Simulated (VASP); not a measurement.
The system is Mg7Te.

```
Mg Te
1.0
     5.93000    0.00000    0.00000
    -2.96500    5.13553    0.00000
     0.00000    0.00000    9.61000
Mg Te
14 2
Direct
  0.50000 0.50000 0.00000
  0.83335 0.66670 0.75000
  0.83335 0.16665 0.75000
  0.16665 0.83335 0.25000
  0.66670 0.83335 0.25000
  0.50000 0.00000 0.50000
  0.66667 0.33333 0.25000
  0.50000 0.00000 0.00000
  0.50000 0.50000 0.50000
  0.00000 0.50000 0.50000
  0.16665 0.33330 0.25000
  0.00000 0.50000 0.00000
  0.33330 0.16665 0.75000
  0.33333 0.66667 0.75000
  0.00000 0.00000 0.50000
  0.00000 0.00000 0.00000
```

* Program: VASP 6.6.1
* Task: relaxation of cell and atoms
* Functional: PBE
* Potentials or basis: VASP PAW PBE potentials, release 64 (Mg, Te)
* Cutoff: 600 eV
* k mesh: 3 × 3 × 2
* Occupations: gaussian, width 0.2 eV
* Spin: no spin polarisation

At the start: pressure 15.6 GPa; volume 18.29 Å³/atom.

**Question.** Where does the relaxation end?

**Answer.** Over 10 steps the energy falls by 227.9 meV/atom and the volume is 23.79 Å³/atom (+30.1 %); space group P6_3/mmc (No. 194, to 0.1 Å) before and after.

The path:
```
step  energy change (eV)  largest force (eV/Å)  pressure (GPa)  volume (Å³)
   1              0.0000                0.4549           15.60       292.66
   2             -3.3894                0.0561            0.21       374.76
   3             -3.3925                0.0485           -0.17       378.59
   4             -3.3921                0.0528            0.02       376.73
   5             -3.4905                0.0285            0.03       377.12
   6             -3.6287                0.1938            0.17       377.59
   7             -3.6320                0.1761            0.13       377.58
   8             -3.6329                0.1820            0.14       377.59
   9             -3.6444                0.1053           -0.03       379.37
  10             -3.6469                0.0501           -0.15       380.71
```

Final structure:
```
Mg Te
1.0
     6.26700    0.00000    0.00000
    -3.13350    5.42738    0.00000
     0.00000    0.00000   11.19294
Mg Te
14 2
Cartesian
  1.5668 2.7137 0.0000
  3.1335 3.6083 8.3947
  4.6916 0.9096 8.3947
  -1.5581 4.5178 2.7982
  1.5581 4.5178 2.7982
  3.1335 0.0000 5.5965
  3.1335 1.8091 2.7982
  3.1335 0.0000 0.0000
  1.5668 2.7137 5.5965
  -1.5668 2.7137 5.5965
  0.0000 1.8191 2.7982
  -1.5668 2.7137 0.0000
  1.5754 0.9096 8.3947
  0.0000 3.6183 8.3947
  0.0000 0.0000 5.5965
  0.0000 0.0000 0.0000
```

Caveat: the k points lie up to 0.39 Å⁻¹ apart in the final cell, too coarse for converged energies and pressures of a metal; the volume moved by over 15 % at a fixed basis, so the end points are rough; the relaxation stopped at a loose force limit of 0.08 eV/Å, so its end isn't a converged minimum.
